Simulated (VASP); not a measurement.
# BP (F-43m) in VASP: further runs, part 2 of 2

VASP 6.6.1. The steps go on from the part before.

## 3. Single point, r2SCAN (8.39 Å³/atom)

This run uses another cell than the first one, of 8.39 Å³/atom.

Input file POSCAR:

```
BP
1.0
    0.0000000000      2.0323170526      2.0323170526
    2.0323170526      0.0000000000      2.0323170526
    2.0323170526      2.0323170526      0.0000000000
B P
1 1
Direct
    0.0000000000      0.0000000000      0.0000000000
    0.2500000000      0.2500000000      0.2500000000
```

Input file INCAR.step1:

```
ALGO = Normal ; EDIFF = 1E-5
ENCUT = 550 ; GGA = PE
GGA_COMPAT = False ; ISMEAR = 0
LASPH = True ; LCHARG = False
LREAL = False ; LWAVE = True
NBANDS = 11 ; NELM = 120
PREC = Accurate ; SIGMA = 0.05
```

Input file INCAR.step2:

```
ALGO = Normal ; EDIFF = 1E-6
ENCUT = 550 ; GGA_COMPAT = False
ISIF = 2 ; ISMEAR = 0
ISTART = 1 ; LASPH = True
LCHARG = False ; LMIXTAU = True
LREAL = False ; LWAVE = False
METAGGA = R2SCAN ; NBANDS = 11
NELM = 120 ; PREC = Accurate
SIGMA = 0.05
```

Input file KPOINTS:

```
k-points
0
Gamma
  12 12 12
```

Potentials or basis: VASP PAW PBE potentials, release 64 (B, P).

Run with:

```sh
cat potpaw_PBE.64/B/POTCAR potpaw_PBE.64/P/POTCAR > POTCAR
cp INCAR.step1 INCAR
mpirun -np 1 vasp_std > vasp.out
cp INCAR.step2 INCAR
mpirun -np 1 vasp_std > vasp.out
```

OUTCAR:

```text
EDIFF = 1E-6
   ENCUT = 550
   ISIF = 2
   ISMEAR = 0
   ISTART = 1
   LASPH = True
   LREAL = False
   METAGGA = R2SCAN
   NELM = 120
   PREC = Accurate

 ion  position               nearest neighbor table
   1  0.000  0.000  0.000-   2 1.76   2 1.76   2 1.76   2 1.76
   2  0.250  0.250  0.250-   1 1.76   1 1.76   1 1.76   1 1.76

  LATTYP: Found a face centered cubic cell.
 ALAT       =     4.0646341052

  Lattice vectors:

 A1 = (   0.0000000000,   2.0323170526,   2.0323170526)
 A2 = (   2.0323170526,   0.0000000000,   2.0323170526)
 A3 = (   2.0323170526,   2.0323170526,   0.0000000000)

Analysis of symmetry for initial positions (statically):
=====================================================================
 Subroutine PRICEL returns:
 Original cell was already a primitive cell.

 Routine SETGRP: Setting up the symmetry group for a
 face centered cubic supercell.

 Subroutine GETGRP returns: Found 24 space group operations
 (whereof 24 operations were pure point group operations)
 out of a pool of 48 trial point group operations.

The static configuration has the point symmetry T_d .

Analysis of symmetry for dynamics (positions and initial velocities):
=====================================================================
 Subroutine PRICEL returns:
 Original cell was already a primitive cell.

 Routine SETGRP: Setting up the symmetry group for a
 face centered cubic supercell.

 Subroutine GETGRP returns: Found 24 space group operations
 (whereof 24 operations were pure point group operations)
 out of a pool of 48 trial point group operations.

The dynamic configuration has the point symmetry T_d .

 Subroutine INISYM returns: Found 24 space group operations
 (whereof 24 operations are pure point group operations),
 and found     1 'primitive' translations

[... 120 lines left out ...]
   LHFCALC =     F    Hartree Fock is set to
   AEXX    =    0.0000 exact exchange contribution
   IVDW    =     0    specifies the selected vdW correction
   LEPSILON=     F    determine dielectric tensor
   LRPA    =     F    only Hartree local field effects (RPA)
 non-spin polarized calculation
 Gauss-broadening in eV      SIGMA  =   0.05
  energy-cutoff  :      550.00
  volume of cell :       16.79
 maximum number of plane-waves:       531
 NGX is ok and might be reduce to    24
   NGX = 11   NGY = 11   NGZ = 11

 number of electron       8.0000000 magnetization

 Free energy of the ion-electron system (eV)
  ---------------------------------------------------
  ext. energy  EPLUGINS =         0.00000000
  ---------------------------------------------------
  free energy    TOTEN  =       -15.72535053 eV

  energy without entropy =      -15.72535053  energy(sigma->0) =      -15.72535053

 E-fermi :  11.9607     XC(G=0): -13.0659

 val. band max:       11.7371099604   @ k =   0.0000   0.0000   0.0000
 cond. band min:      12.5452493990   @ k =   0.5000   0.5000   0.0000
 fundamental gap:      0.8081394385
 Fermi energy:        11.9606863686

 k-point     1 :       0.0000    0.0000    0.0000
  band No.  band energies     occupation
      1      -7.8312      2.00000
      2      11.7371      2.00000
      3      11.7371      2.00000
      4      11.7371      2.00000
      5      16.2404      0.00000
      6      16.2404      0.00000
      7      16.2404      0.00000
      8      25.2233      0.00000
      9      25.5277      0.00000
     10      25.5277      0.00000
     11      27.5590      0.00000
[... 309 lines left out ...]
 k-point    24 :      -0.4167    0.1667    0.0000
  band No.  band energies     occupation
      1      -2.4526      2.00000
      2       0.2907      2.00000
      3       6.7559      2.00000
      4       8.7028      2.00000
      5      15.7437      0.00000
      6      19.0862      0.00000
      7      20.7409      0.00000
      8      25.5904      0.00000
      9      27.0429      0.00000
     10      27.2449      0.00000
     11      32.1359      0.00000

 [... further k-points ...]

------------------------ aborting loop because EDIFF is reached ----------------------------------------

  FORCE on cell =-STRESS in cart. coord.  units (eV):
  Direction    XX          YY          ZZ          XY          YZ          ZX
  --------------------------------------------------------------------------------------
  -------------------------------------------------------------------------------------
  Total       10.5529846     10.5529846     10.5529846      0.0000000      0.0000000      0.0000000
  in kB     1007.1206636   1007.1206636   1007.1206636      0.0000000      0.0000000      0.0000000
  external PRESSURE =    1007.1206636 kB  Pullay stress =       0.0000000 kB

 VOLUME and BASIS-vectors are now :
 -----------------------------------------------------------------------------
  energy-cutoff  :      550.00
  volume of cell :       16.79
      direct lattice vectors                 reciprocal lattice vectors
     0.000000000  2.032317053  2.032317053    -0.246024605  0.246024605  0.246024605
     2.032317053  0.000000000  2.032317053     0.246024605 -0.246024605  0.246024605
     2.032317053  2.032317053  0.000000000     0.246024605  0.246024605 -0.246024605

 POSITION                                       TOTAL-FORCE (eV/Angst)
 -----------------------------------------------------------------------------------
      0.00000      0.00000      0.00000        -0.000000     -0.000000     -0.000000
      1.01616      1.01616      1.01616         0.000000      0.000000      0.000000
 -----------------------------------------------------------------------------------
    total drift:                               -0.000000     -0.000000     -0.000000

  FREE ENERGIE OF THE ION-ELECTRON SYSTEM (eV)
  ---------------------------------------------------
  free  energy   TOTEN  =       -15.7253505255 eV

  energy  without entropy=      -15.7253505255  energy(sigma->0) =      -15.72535053
```

Wall time 30 s (1 thread of Intel Xeon Platinum 8488C (Sapphire Rapids), shared host); peak memory 0.14 GiB.

Results:

| Item | Value |
| --- | --- |
| Free energy | -15.7254 eV |
| Pressure | 100.7 GPa |
| Band gap on the k mesh | 0.81 eV (least direct gap 4.50 eV) |

Levels at points of the mesh, in eV from the valence-band top:
```csv
k point,band 1,band 2,band 3,band 4,band 5,band 6,band 7,band 8,band 9
"(0.00, 0.00, 0.00)",-19.57,0.00,0.00,0.00,4.50,4.50,4.50,13.49,13.79
"(0.50, 0.00, 0.00)",-14.59,-12.17,-2.19,-2.19,5.29,5.29,6.49,12.25,18.04
"(0.50, 0.50, 0.00)",-12.46,-10.97,-5.58,-5.58,0.81,1.75,16.55,16.55,20.20
```

Caveat: the cell stands under pressure; the PAW data sets were made with another functional, which shifts forces and pressure a little. A k mesh can miss the band edges.
